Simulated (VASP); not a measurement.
# AlSi16 (a cell with a defect): single point with r2SCAN

AlSi16 (a cell with a defect):

```
Si Al
1.0
     0.00000    5.43000    5.43000
     5.43000    0.00000    5.43000
     5.43000    5.43000    0.00000
Si Al
16 1
Direct
  0.98961 0.99098 0.02964
  0.12404 0.12589 0.13157
  0.00418 0.00559 0.50501
  0.11356 0.11442 0.65841
  0.00809 0.49956 0.99389
  0.12447 0.61995 0.13078
  0.00467 0.48602 0.50442
  0.15336 0.61566 0.61778
  0.49797 0.00862 0.99516
  0.61831 0.12582 0.13157
  0.48519 0.00550 0.50500
  0.61430 0.15236 0.61852
  0.49819 0.49954 0.99400
  0.63692 0.63783 0.08808
  0.51436 0.51348 0.45794
  0.61306 0.61600 0.61780
  0.77603 0.77412 0.67420
```

```yaml
Program: VASP 6.6.1
Task: single point
Functional: r2SCAN
Potentials_or_basis: VASP PAW PBE potentials, release 64 (Si, Al)
Cutoff: 520 eV
k_mesh: 2 × 2 × 2
Occupations: gaussian, width 0.05 eV
Spin: collinear spin, zero start
Starting_moments: "[0.0, 0.0, 0.0, 0.0, 0.0, 0.0, 0.0, 0.0, 0.0, 0.0, 0.0, 0.0, 0.0, 0.0, 0.0, 0.0, 0.0] μB"
```

The pressure is 3.9 GPa, the largest force is 0.790 eV/Å and the net moment is 0.00 μB per cell. The valence electrons inside the program's atomic spheres are Si 1.72, 1.71, 1.69, 1.70, 1.75; Al 0.87.

Forces on the atoms (eV/Å):
```
Si  -0.095 -0.105  0.102
Si  -0.048 -0.039  0.004
Si  -0.063 -0.058 -0.047
Si  -0.079 -0.080  0.081
Si  -0.009 -0.021  0.004
Si  -0.002 -0.039  0.042
Si   0.055 -0.058  0.061
Si  -0.043 -0.042  0.014
Si  -0.020 -0.016  0.018
Si  -0.047 -0.003  0.040
Si  -0.061  0.041  0.058
Si  -0.022 -0.019  0.027
Si  -0.010 -0.005  0.021
Si   0.004  0.014 -0.011
Si   0.003  0.005 -0.002
Si  -0.048 -0.011  0.033
Al   0.485  0.437 -0.445
```

Stress tensor (GPa, compression positive):
```
 3.84 -0.31  0.33
-0.31  3.90  0.23
 0.33  0.23  3.89
```

Levels at points of the mesh, in eV from the Fermi level:
Spin up:
| k point | band 31 | band 32 | band 33 | band 34 | band 35 | band 36 |
| --- | --- | --- | --- | --- | --- | --- |
| (0.00, 0.00, 0.00) | -1.02 | -1.01 | -1.01 | -0.56 | -0.24 | -0.23 |
| (0.50, 0.00, 0.00) | -1.77 | -1.73 | -0.61 | 0.21 | 0.29 | 0.70 |
| (0.00, 0.50, 0.00) | -1.77 | -1.73 | -0.60 | 0.21 | 0.27 | 0.69 |
| (0.00, 0.00, 0.50) | -1.71 | -1.71 | -0.66 | 0.14 | 0.30 | 0.32 |
| (0.50, 0.50, 0.50) | -1.77 | -1.73 | -0.61 | 0.21 | 0.28 | 0.69 |
| (0.50, 0.50, 0.00) | -2.36 | -2.21 | -0.31 | 0.08 | 0.97 | 1.35 |
| (0.00, 0.50, 0.50) | -2.36 | -2.22 | -0.31 | 0.08 | 0.97 | 1.35 |
| (0.50, 0.00, 0.50) | -2.36 | -2.21 | -0.31 | 0.08 | 0.97 | 1.35 |
Spin down:
```tsv
k point	band 31	band 32	band 33	band 34	band 35	band 36
(0.00, 0.00, 0.00)	-1.02	-1.01	-1.01	-0.56	-0.24	-0.23
(0.50, 0.00, 0.00)	-1.77	-1.73	-0.61	0.21	0.29	0.70
(0.00, 0.50, 0.00)	-1.77	-1.73	-0.60	0.21	0.27	0.69
(0.00, 0.00, 0.50)	-1.71	-1.71	-0.66	0.14	0.30	0.32
(0.50, 0.50, 0.50)	-1.77	-1.73	-0.61	0.21	0.28	0.69
(0.50, 0.50, 0.00)	-2.36	-2.21	-0.31	0.08	0.97	1.35
(0.00, 0.50, 0.50)	-2.36	-2.22	-0.31	0.08	0.97	1.35
(0.50, 0.00, 0.50)	-2.36	-2.21	-0.31	0.08	0.97	1.35
```

It took 10 min on 1 thread of Intel(R) Xeon(R) 6975P-C (Granite Rapids), on a shared host, peak memory 0.8 GiB.

Caveat: the k points lie up to 0.50 Å⁻¹ apart; the PAW data sets were made with another functional, which shifts forces and pressure a little.
